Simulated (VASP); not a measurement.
# MnS (R-3m) in VASP: notebook, part 2 of 2

VASP 6.6.1. The steps go on from the part before.

## 5. Single point, LDA, collinear spin, ferromagnetic start

Input file POSCAR:

```
MnS
1.0
    1.8299960138      1.0565486912      2.9709202777
   -1.8299960138      1.0565486912      2.9709202777
    0.0000000000     -2.1130973823      2.9709202777
Mn S
1 1
Direct
    0.0000000000      0.0000000000      0.0000000000
    0.5000000000      0.5000000000      0.5000000000
```

Input file INCAR.step1:

```
ALGO = Normal
EDIFF = 1E-7
ENCUT = 520
GGA = CA
ISIF = 2
ISMEAR = -1
ISPIN = 2
LASPH = T
LCHARG = T
LMAXMIX = 4
LREAL = F
LWAVE = F
MAGMOM = 4 0
NBANDS = 20
NELM = 150
PREC = Accurate
SIGMA = 0.05
```

Input file KPOINTS.step1:

```
k-points
0
Gamma
  9 9 9
```

Input file INCAR.step2:

```
ALGO = Normal
EDIFF = 1E-7
ENCUT = 520
GGA = CA
ICHARG = 11
ISIF = 2
ISMEAR = -5
ISPIN = 2
LASPH = T
LCHARG = F
LMAXMIX = 4
LORBIT = 10
LREAL = F
LWAVE = F
MAGMOM = 4 0
NBANDS = 20
NEDOS = 1001
NELM = 150
PREC = Accurate
SIGMA = 0.05
```

Input file KPOINTS.step2:

```
k-points
0
Gamma
  14 14 14
```

The run is started by

```
$ cat potpaw_LDA.64/Mn_pv/POTCAR potpaw_LDA.64/S/POTCAR > POTCAR
$ cp INCAR.step1 INCAR
$ cp KPOINTS.step1 KPOINTS
$ mpirun -np 1 vasp_std > vasp.out
$ cp INCAR.step2 INCAR
$ cp KPOINTS.step2 KPOINTS
$ mpirun -np 1 vasp_std > vasp.out
```

Wall time 2.2 min (1 thread of Intel Xeon 6975P-C (Granite Rapids), shared host); peak memory 0.37 GiB.

It converged, with:

```yaml
Net_moment: 4.41 μB per cell
Site_moments: Mn +4.01; S +0.09 μB
Valence_electrons_inside_the_program's_atomic_spheres: Mn 11.37; S 3.69
```

Levels at points of the mesh, in eV from the Fermi level:
Spin up:
```
           k point  band 8  band 9  band 10  band 11  band 12  band 13  band 14  band 15  band 16  band 17
(0.00, 0.00, 0.00)   -2.99   -2.99    -1.88    -1.88    -1.83     1.93     8.72     8.72     8.80    10.62
(0.50, 0.00, 0.00)   -2.49   -2.48    -2.11     0.67     0.68     2.87     5.45     5.51     8.82    12.40
(0.50, 0.50, 0.00)   -3.48   -2.71    -2.33    -2.33    -1.87     1.00     5.62    10.31    12.18    12.21
(0.50, 0.50, 0.50)   -2.48   -2.48    -2.10     0.68     0.68     2.81     5.42     5.42     8.84    12.38
```
Spin down:
```csv
k point,band 3,band 4,band 5,band 6,band 7,band 8,band 9,band 10,band 11,band 12
"(0.00, 0.00, 0.00)",-45.98,-14.36,-1.63,-1.63,-1.58,-0.04,-0.04,-0.01,0.09,0.09
"(0.50, 0.00, 0.00)",-45.98,-13.00,-6.53,-3.47,-3.43,0.94,0.96,1.15,3.08,3.09
"(0.50, 0.50, 0.00)",-45.98,-12.84,-5.64,-3.20,-3.16,-1.13,0.52,1.20,1.20,1.39
"(0.50, 0.50, 0.50)",-45.98,-12.98,-6.52,-3.48,-3.48,0.96,0.96,1.16,3.09,3.09
```

Caveat: a cell with one magnetic atom can't hold antiferromagnetic order, which such compounds often take; semilocal functionals often make such compounds metallic where correlation or magnetic order opens a gap, which also shifts bond lengths.

## 6. Single point, LDA+U, collinear spin, ferromagnetic start

POSCAR is that of step 5.

Input file INCAR.step1:

```
ALGO     = Normal         # electronic algorithm
EDIFF    = 1E-7           # SCF threshold, eV
ENCUT    = 520            # plane-wave cutoff, eV
GGA      = CA             # functional
ISIF     = 2              # what is computed and relaxed
ISMEAR   = -1             # smearing method
ISPIN    = 2              # spin polarisation
LASPH    = True           # aspherical terms in the spheres
LCHARG   = True           # write CHGCAR
LDAU     = True           # DFT+U
LDAUJ    = 0 0          
LDAUL    = 2 -1           # shell
LDAUPRINT= 1            
LDAUTYPE = 2            
LDAUU    = 3 0            # U, eV
LMAXMIX  = 4              # l up to which the mixer works
LREAL    = False          # projectors in reciprocal space
LWAVE    = False          # write WAVECAR
MAGMOM   = 4 0            # initial moments
NBANDS   = 20             # bands
NELM     = 150            # most SCF steps
PREC     = Accurate       # precision mode
SIGMA    = 0.05           # smearing width, eV
```

KPOINTS.step1 is that of step 5.

Input file INCAR.step2:

```
ALGO     = Normal         # electronic algorithm
EDIFF    = 1E-7           # SCF threshold, eV
ENCUT    = 520            # plane-wave cutoff, eV
GGA      = CA             # functional
ICHARG   = 11             # starting density
ISIF     = 2              # what is computed and relaxed
ISMEAR   = -5             # smearing method
ISPIN    = 2              # spin polarisation
LASPH    = True           # aspherical terms in the spheres
LCHARG   = False          # write CHGCAR
LDAU     = True           # DFT+U
LDAUJ    = 0 0          
LDAUL    = 2 -1           # shell
LDAUPRINT= 1            
LDAUTYPE = 2            
LDAUU    = 3 0            # U, eV
LMAXMIX  = 4              # l up to which the mixer works
LORBIT   = 11             # projections on sites
LREAL    = False          # projectors in reciprocal space
LWAVE    = False          # write WAVECAR
MAGMOM   = 4 0            # initial moments
NBANDS   = 20             # bands
NEDOS    = 2001           # points of the DOS
NELM     = 150            # most SCF steps
PREC     = Accurate       # precision mode
SIGMA    = 0.05           # smearing width, eV
```

KPOINTS.step2 is that of step 5.

Potentials or basis: VASP PAW LDA potentials, release 64 (Mn_pv, S).

The run is started by

```
$ cat potpaw_LDA.64/Mn_pv/POTCAR potpaw_LDA.64/S/POTCAR > POTCAR
$ cp INCAR.step1 INCAR
$ cp KPOINTS.step1 KPOINTS
$ mpirun -np 1 vasp_std > vasp.out
$ cp INCAR.step2 INCAR
$ cp KPOINTS.step2 KPOINTS
$ mpirun -np 1 vasp_std > vasp.out
```

It took 2.1 min on 1 thread of Intel Xeon 6975P-C (Granite Rapids), shared host; peak memory 0.37 GiB.

The run converged. Its results:

```
Net moment                                            : 4.96 μB per cell
Site moments                                          : Mn +4.49; S +0.12 μB
Valence electrons inside the program's atomic spheres : Mn 11.33; S 3.76
```

Levels at points of the mesh, in eV from the Fermi level:
Spin up:
```
           k point  band 8  band 9  band 10  band 11  band 12  band 13  band 14  band 15  band 16  band 17
(0.00, 0.00, 0.00)   -4.48   -4.48    -1.69    -1.69    -1.64     1.95     8.44     8.44     8.53    10.54
(0.50, 0.00, 0.00)   -4.03   -4.02    -3.46     0.11     0.11     2.85     5.41     5.46     8.84    12.14
(0.50, 0.50, 0.00)   -3.89   -3.89    -3.40    -3.36    -3.35     0.89     5.18    10.40    12.17    12.19
(0.50, 0.50, 0.50)   -4.02   -4.02    -3.44     0.10     0.10     2.79     5.37     5.37     8.85    12.13
```
Spin down:
| k point | band 5 | band 6 | band 7 | band 8 | band 9 | band 10 |
| --- | --- | --- | --- | --- | --- | --- |
| (0.00, 0.00, 0.00) | -1.38 | -1.38 | -1.33 | 1.12 | 1.12 | 1.15 |
| (0.50, 0.00, 0.00) | -6.36 | -2.99 | -2.95 | 2.32 | 2.34 | 2.46 |
| (0.50, 0.50, 0.00) | -5.50 | -3.01 | -2.96 | -0.25 | 1.71 | 1.97 |
| (0.50, 0.50, 0.50) | -6.35 | -3.01 | -3.01 | 2.34 | 2.34 | 2.47 |

Eigenvalues of the final occupation matrices:
| site | spin | trace | eigenvalues |
| --- | --- | --- | --- |
| site 1 d | 1 | 4.67 | 0.93 0.93 0.93 0.95 0.95 |
| site 1 d | 2 | 0.27 | 0.02 0.02 0.02 0.10 0.10 |

Caveat: a cell with one magnetic atom can't hold antiferromagnetic order, which such compounds often take. The state reached can hang on the start; a lower one may exist.

## 7. The runs side by side

```tsv
level	U	k mesh for the DOS	occupations for the DOS	gap on the mesh (eV)	pressure (GPa)	moment (μB)
LDA+U	Mn d U = 1.0 eV	-	-	none	-7.5	4.71
LDA+U	Mn d U = 2.0 eV	-	-	none	-4.5	4.86
LDA+U	Mn d U = 5.0 eV	-	-	0.49	0.1	5.00
LDA	-	14 × 14 × 14	tetrahedron	-	-	4.41
LDA+U	Mn d U = 3.0 eV	14 × 14 × 14	tetrahedron	-	-	4.96
```

Alike in all rows: task single point; potentials or basis VASP PAW LDA potentials, release 64 (Mn_pv, S); spin collinear, ferromagnetic start; cell as given; k mesh 9 × 9 × 9; cutoff (eV) 520; smearing fermi-dirac 0.05 eV.

Caveats: a cell with one magnetic atom can't hold antiferromagnetic order, which such compounds often take; the cell stands under tension (at least some runs); semilocal functionals often make such compounds metallic where correlation or magnetic order opens a gap, which also shifts bond lengths (at least some runs).

Total energies depend on the potentials used, so only differences within one code and one set of settings carry meaning.
